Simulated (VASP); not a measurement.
# Sc2GaP3 (P-6m2) in VASP: notebook

The runs below take Sc2GaP3 through relaxation of cell and atoms, single point, with PBE.

Program: VASP 6.6.1. These are calculated values, not measurements. Logs are shortened: lines on timing, memory, paths and dates and some standing lists are left out, and cuts for length are marked.

## (1) The cell of the first run

Symmetry: P-6m2, No. 187, hexagonal system. Conventional cell: a = 4.220 Å, b = 4.220 Å, c = 8.289 Å, α = 90.00°, β = 90.00°, γ = 120.00°. Within 4.3 Å of Sc (site symmetry 3m) lie 9 P at 3.19 to 3.21 Å and 3 Ga at 3.19 Å and 8 Sc at 4.11 to 4.22 Å. Within 3.2 Å of Ga (site symmetry -6m2) lie 3 P at 2.44 Å and 6 Sc at 3.19 Å. P (site symmetry -6m2) has 3 P at 2.44 Å and 6 Sc at 3.21 Å within 3.3 Å. P (site symmetry -6m2) has 3 Ga at 2.44 Å and 6 Sc at 3.19 Å within 3.2 Å. Within 3.3 Å of P (site symmetry -6m2) lie 3 P at 2.44 Å and 6 Sc at 3.21 Å.

The cell was generated, and may not be a known phase.

## (2) Relaxation of cell and atoms, PBE

File INCAR:

```
SYSTEM = Sc2GaP3
PREC     = Accurate       ! precision mode
ENCUT    = 600            ! plane-wave cutoff, eV
EDIFF    = 1E-6           ! SCF threshold, eV
ISMEAR   = 0              ! smearing method
SIGMA    = 0.1            ! smearing width, eV
LREAL    = .FALSE.        ! projectors in reciprocal space
LASPH    = .TRUE.         ! aspherical terms in the spheres
NELM     = 80             ! most SCF steps
ALGO     = Normal         ! electronic algorithm
ISIF     = 3              ! what is computed and relaxed
LWAVE    = .FALSE.        ! write WAVECAR
LCHARG   = .FALSE.        ! write CHGCAR
GGA      = PE             ! functional
IBRION   = 2              ! ionic algorithm
NSW      = 90             ! ionic steps
EDIFFG   = -0.04          ! ionic threshold
```

File KPOINTS:

```
Automatic mesh
0
G
  6 6 2
  0 0 0
```

File POSCAR:

```
Sc2GaP3
1.0
    4.2196698400      0.0000000000      0.0000000000
   -2.1098349200      3.6543412800      0.0000000000
    0.0000000000      0.0000000000      8.2887415200
Sc Ga P
2 1 3
Direct
    0.3333333300      0.6666666700      0.2478150000
    0.3333333300      0.6666666700      0.7521850000
    0.6666666700      0.3333333300      0.0000000000
    0.6666666700      0.3333333300      0.5000000000
    0.0000000000      0.0000000000      0.0000000000
    0.0000000000      0.0000000000      0.5000000000
```

Potentials or basis: VASP PAW PBE potentials, release 64 (Sc_sv, Ga_d, P).

On the command line:

```sh
> cat potpaw_PBE.64/Sc_sv/POTCAR potpaw_PBE.64/Ga_d/POTCAR potpaw_PBE.64/P/POTCAR > POTCAR
> mpirun -np 1 vasp_std > vasp.out
```

OUTCAR:

```text
SYSTEM = Sc2GaP3
   PREC = Accurate
   ENCUT = 600
   EDIFF = 1E-6
   ISMEAR = 0
   LREAL = .FALSE.
   LASPH = .TRUE.
   NELM = 80
   ISIF = 3
   GGA = PE
   IBRION = 2
   NSW = 90
   EDIFFG = -0.04

 ion  position               nearest neighbor table
   1  0.333  0.667  0.248-   5 3.19   5 3.19   5 3.19
   2  0.333  0.667  0.752-   5 3.19   5 3.19   5 3.19
   3  0.667  0.333  0.000-   5 2.44   5 2.44   5 2.44
   4  0.667  0.333  0.500-   6 2.44   6 2.44   6 2.44
   5  0.000  0.000  0.000-   3 2.44   3 2.44   3 2.44   1 3.19   2 3.19   1 3.19   2 3.19   1 3.19
                             2 3.19
   6  0.000  0.000  0.500-   4 2.44   4 2.44   4 2.44

  LATTYP: Found a hexagonal cell.
 ALAT       =     4.2196698400
 C/A-ratio  =     1.9643104400

  Lattice vectors:

 A1 = (   4.2196698400,   0.0000000000,   0.0000000000)
 A2 = (  -2.1098349200,   3.6543412800,   0.0000000000)
 A3 = (   0.0000000000,   0.0000000000,   8.2887415200)

Analysis of symmetry for initial positions (statically):
=====================================================================
 Subroutine PRICEL returns:
 Original cell was already a primitive cell.

 Routine SETGRP: Setting up the symmetry group for a
 hexagonal supercell.

 Subroutine GETGRP returns: Found 12 space group operations
 (whereof 12 operations were pure point group operations)
 out of a pool of 24 trial point group operations.

The static configuration has the point symmetry D_3h.

Analysis of symmetry for dynamics (positions and initial velocities):
=====================================================================
 Subroutine PRICEL returns:
 Original cell was already a primitive cell.

 Routine SETGRP: Setting up the symmetry group for a
 hexagonal supercell.

 Subroutine GETGRP returns: Found 12 space group operations
 (whereof 12 operations were pure point group operations)
 out of a pool of 24 trial point group operations.

The dynamic configuration has the point symmetry D_3h.

 Subroutine INISYM returns: Found 12 space group operations
 (whereof 12 operations are pure point group operations),
 and found     1 'primitive' translations

----------------------------------------------------------------------------------------

                                     Primitive cell

  volume of cell :     127.8133

  direct lattice vectors                    reciprocal lattice vectors
     4.219669840  0.000000000  0.000000000     0.236985366  0.136823565  0.000000000
    -2.109834920  3.654341280  0.000000000     0.000000000  0.273647129  0.000000000
     0.000000000  0.000000000  8.288741520     0.000000000  0.000000000  0.120645577

  length of vectors
     4.219669840  4.219669843  8.288741520     0.273647129  0.273647129  0.120645577

  position of ions in fractional coordinates (direct lattice)
[... 79 lines left out ...]
   NSW    =     90    number of steps for IOM
   IBRION =      2    ionic relax: 0-MD 1-quasi-New 2-CG
   NFREE  =      1    steps in history (QN), initial steepest desc. (CG)
   ISIF   =      3    stress and relaxation
   ISYM   =      2    0-nonsym 1-usesym 2-fastsym
   POTIM  = 0.5000    time-step for ionic-motion
   TEBEG  =    0.0;   TEEND  =   0.0 temperature during run
   PSTRESS=    0.0 pullay stress
   NELECT =      50.0000    total number of electrons
   NUPDOWN=      -1.0000    fix difference up-down
   EMIN   =  10.00;   EMAX   =-10.00  energy-range for DOS
   EFERMI =   0.00;   METHOD = LEGACY
   ISMEAR =     0;   SIGMA  =   0.10  broadening in eV -4-tet -1-fermi 0-gaus
   EFERMI_NEDOS =   21; number of points for ismear=-14 and -15
   IALGO  =     38    algorithm
   IMIX   =      4    mixing-type and parameters
     AMIX     =   0.40;   BMIX     =  1.00
     AMIX_MAG =   1.60;   BMIX_MAG =  1.00
  volume/ion in A,a.u.               =      21.30       143.75
  Fermi-wavevector in a.u.,A,eV,Ry     =   1.197309  2.262585 19.504604  1.433548
  Thomas-Fermi vector in A             =   2.333227
   LORBIT       =      0    0 simple, 1 ext, 2 COOP (PROOUT), +10 PAW based schemes
   GGA     = PE    functional components
   LHFCALC =     F    Hartree Fock is set to
   AEXX    =    0.0000 exact exchange contribution
   IVDW    =     0    specifies the selected vdW correction
   LEPSILON=     F    determine dielectric tensor
   LRPA    =     F    only Hartree local field effects (RPA)
 conjugate gradient relaxation of ions
 non-spin polarized calculation
 Gauss-broadening in eV      SIGMA  =   0.10
  energy-cutoff  :      600.00
  volume of cell :      127.81
 maximum number of plane-waves:      4311
 NGX is ok and might be reduce to    36
   NGX = 17   NGY = 17   NGZ = 33

--------------------------------------- Ionic step        1  -------------------------------------------

 number of electron      50.0000007 magnetization

 Free energy of the ion-electron system (eV)
  ---------------------------------------------------
  ext. energy  EPLUGINS =         0.00000000
  ---------------------------------------------------
  free energy    TOTEN  =       -33.14809406 eV

  energy without entropy =      -33.12621135  energy(sigma->0) =      -33.13715270

 E-fermi :   5.5314     XC(G=0):  -9.9768

 val. band max:        5.5206030600   @ k =   0.0000   0.0000   0.5000
 cond. band min:       5.5346380539   @ k =   0.1667   0.1667   0.5000
 fundamental gap:      0.0140349938
 Fermi energy:         5.5314300493

 k-point     1 :       0.0000    0.0000    0.0000
  band No.  band energies     occupation
      1     -45.2067      2.00000
      2     -45.2059      2.00000
      3     -23.8023      2.00000
      4     -23.8023      2.00000
      5     -23.8006      2.00000
      6     -23.8006      2.00000
[... 564 lines left out ...]
  FREE ENERGIE OF THE ION-ELECTRON SYSTEM (eV)
  ---------------------------------------------------
  free  energy   TOTEN  =       -34.2060906467 eV

  energy  without entropy=      -34.1828285225  energy(sigma->0) =      -34.19445958

[... ionic steps 4 to 14 ...]

--------------------------------------- Ionic step       15  -------------------------------------------

 number of electron      49.9999997 magnetization

------------------------ aborting loop because EDIFF is reached ----------------------------------------
[... 75 lines left out ...]
--------------------------------------- Ionic step       17  -------------------------------------------

 number of electron      49.9999990 magnetization

 Free energy of the ion-electron system (eV)
  ---------------------------------------------------
  ext. energy  EPLUGINS =         0.00000000
  ---------------------------------------------------
  free energy    TOTEN  =       -34.40206426 eV

  energy without entropy =      -34.37991871  energy(sigma->0) =      -34.39099149

 E-fermi :   7.3296     XC(G=0): -10.8013

 val. band max:        7.2809643627   @ k =   0.0000   0.0000   0.5000
 cond. band min:       7.3491439225   @ k =   0.3333   0.1667   0.5000
 fundamental gap:      0.0681795598
 Fermi energy:         7.3295513946

 k-point     1 :       0.0000    0.0000    0.0000
  band No.  band energies     occupation
      1     -42.9367      2.00000
      2     -42.9192      2.00000
      3     -21.6867      2.00000
      4     -21.5688      2.00000
      5     -21.5688      2.00000
      6     -21.5467      2.00000
[... 484 lines left out ...]
  FREE ENERGIE OF THE ION-ELECTRON SYSTEM (eV)
  ---------------------------------------------------
  free  energy   TOTEN  =       -34.4020642626 eV

  energy  without entropy=      -34.3799187120  energy(sigma->0) =      -34.39099149

 reached required accuracy - stopping structural energy minimisation
```

CONTCAR:

```text
Sc2GaP3
   1.00000000000000
     4.1299435784247365   -0.0000000000000000   -0.0000000000000000
    -2.0649717892123682    3.5766360578673799    0.0000000000000000
    -0.0000000000000000    0.0000000000000000    7.2008184527625101
  Sc              Ga              P
     2     1     3
Direct
     0.3333333300000021    0.6666666699999979    0.2822688684296722
     0.3333333300000021    0.6666666699999979    0.7177311315703281
     0.6666666699999979    0.3333333300000021    0.0000000000000000
     0.6666666699999979    0.3333333300000021    0.5000000000000000
     0.0000000000000000    0.0000000000000000    0.0000000000000000
     0.0000000000000000    0.0000000000000000    0.5000000000000000

  0.00000000E+00  0.00000000E+00  0.00000000E+00
  0.00000000E+00  0.00000000E+00  0.00000000E+00
  0.00000000E+00  0.00000000E+00  0.00000000E+00
  0.00000000E+00  0.00000000E+00  0.00000000E+00
  0.00000000E+00  0.00000000E+00  0.00000000E+00
  0.00000000E+00  0.00000000E+00  0.00000000E+00
```

It took 7.2 min on 1 thread of Intel Xeon 6975P-C (Granite Rapids), shared host; peak memory 0.34 GiB.

Results:

- Free energy: -34.4021 eV
- Relaxed volume: 17.73 Å³/atom
- Relaxed cell: a = 4.130 Å, b = 4.130 Å, c = 7.201 Å, α = 90.00°, β = 90.00°, γ = 120.00°
- Space group after relaxing (to 0.1 Å): P-6m2 (No. 187)
- Energy gained by relaxing: 209.0 meV/atom
- Ionic steps: 17
- Pressure after relaxing: 0.0 GPa
- Largest force after relaxing: 0.004 eV/Å
- Band gap on the k mesh: zero (bands 25 and 26 overlap by 2.03 eV)

Forces in eV/Å, atoms in the order of the input:
```
Sc   0.000  0.000  0.004
Sc   0.000  0.000 -0.004
Ga   0.000  0.000  0.000
P    0.000  0.000  0.000
P    0.000  0.000  0.000
P    0.000  0.000  0.000
```

Step by step:
```tsv
step	energy change (eV)	largest force (eV/Å)	pressure (GPa)	volume (Å³)
1	0.0000	0.5434	-9.74	127.81
2	-1.0479	0.5892	0.30	105.21
3	-1.0580	0.5733	1.59	103.45
4	-1.1760	0.3555	0.69	103.87
5	-1.1951	0.2768	0.68	103.99
6	-1.1937	0.2167	0.16	104.16
7	-1.2052	0.2481	0.51	104.07
8	-1.2054	0.2417	0.45	104.09
9	-1.2054	0.2453	0.47	104.08
10	-1.2138	0.2395	-0.13	104.98
11	-1.2190	0.2402	-1.00	106.34
12	-1.2240	0.2360	-0.87	106.24
13	-1.2372	0.2018	-0.53	105.95
14	-1.2506	0.0613	0.37	105.38
15	-1.2509	0.0328	0.57	105.27
16	-1.2535	0.0148	0.19	105.97
17	-1.2540	0.0038	-0.02	106.37
```

Final structure:
```yaml
crystal:
  lattice:
    - [4.12994, 0.00000, 0.00000]
    - [-2.06497, 3.57664, 0.00000]
    - [0.00000, 0.00000, 7.20082]
  atoms:
    - { symbol: Sc, position: [0.33333, 0.66667, 0.28227] }
    - { symbol: Sc, position: [0.33333, 0.66667, 0.71773] }
    - { symbol: Ga, position: [0.66667, 0.33333, 0.00000] }
    - { symbol: P, position: [0.66667, 0.33333, 0.50000] }
    - { symbol: P, position: [0.00000, 0.00000, 0.00000] }
    - { symbol: P, position: [0.00000, 0.00000, 0.50000] }
```

Caveat: the k points lie up to 0.44 Å⁻¹ apart in the final cell, too coarse for converged energies and pressures of a metal; the volume moved by over 15 % at a fixed basis, so the end points are rough.

## (3) Single point, PBE

This run uses another cell than the first one, of 17.55 Å³/atom.

File INCAR:

```
SYSTEM = Sc2GaP3
PREC = Accurate ; ENCUT = 520
EDIFF = 1E-6 ; ISMEAR = 0
SIGMA = 0.1 ; LREAL = .False.
LASPH = .True. ; NELM = 100
ALGO = Normal ; ISIF = 2
LWAVE = .False. ; LCHARG = .False.
GGA = PE ; NBANDS = 34
```

File KPOINTS:

```
regular mesh
0
Gamma
  12 12 6
  0 0 0
```

File POSCAR:

```
Sc2GaP3
1.0
    4.1406292710      0.0000000000      0.0000000000
   -2.0703146355      3.5858901364      0.0000000000
    0.0000000000      0.0000000000      7.0905606979
Sc Ga P
2 1 3
Direct
    0.3333333333      0.6666666667      0.2760602191
    0.3333333333      0.6666666667      0.7239397809
    0.6666666667      0.3333333333      0.0000000000
    0.6666666667      0.3333333333      0.5000000000
    0.0000000000      0.0000000000      0.0000000000
    0.0000000000      0.0000000000      0.5000000000
```

Potentials or basis: VASP PAW PBE potentials, release 64 (Sc_sv, Ga_d, P).

On the command line:

```sh
> cat potpaw_PBE.64/Sc_sv/POTCAR potpaw_PBE.64/Ga_d/POTCAR potpaw_PBE.64/P/POTCAR > POTCAR
> mpirun -np 1 vasp_std > vasp.out
```

Run time: 2.1 min. Hardware: 1 thread of Intel Xeon 6975P-C (Granite Rapids), shared host; peak memory 0.39 GiB.

The run converged. Its results:

```yaml
Free_energy: -34.5032 eV
Pressure: 0.1 GPa
Largest_force: 0.007 eV/Å
Band_gap_on_the_k_mesh: zero (bands 25 and 26 overlap by 2.00 eV)
```

Forces on the atoms (eV/Å):
```
Sc   0.000  0.000 -0.007
Sc   0.000  0.000  0.007
Ga   0.000  0.000  0.000
P    0.000  0.000  0.000
P    0.000  0.000  0.000
P    0.000  0.000  0.000
```

Levels at points of the mesh, in eV from the Fermi level:
```csv
k point,band 22,band 23,band 24,band 25,band 26,band 27,band 28,band 29
"(0.00, 0.00, 0.00)",-2.26,-2.06,-2.06,-1.83,-0.91,0.21,0.21,0.77
"(0.50, 0.00, 0.00)",-3.71,-1.80,-1.09,0.90,1.16,1.25,1.36,1.76
"(0.00, 0.00, 0.50)",-3.06,-1.98,-1.98,-1.98,-0.01,-0.01,0.21,1.20
"(0.50, 0.00, 0.50)",-3.22,-2.95,-1.10,-1.01,0.97,1.30,1.36,1.62
```

(Part 1 of 2 ends here.)

The gap in the log of VASP goes by the Fermi energy; the results here count the filled bands.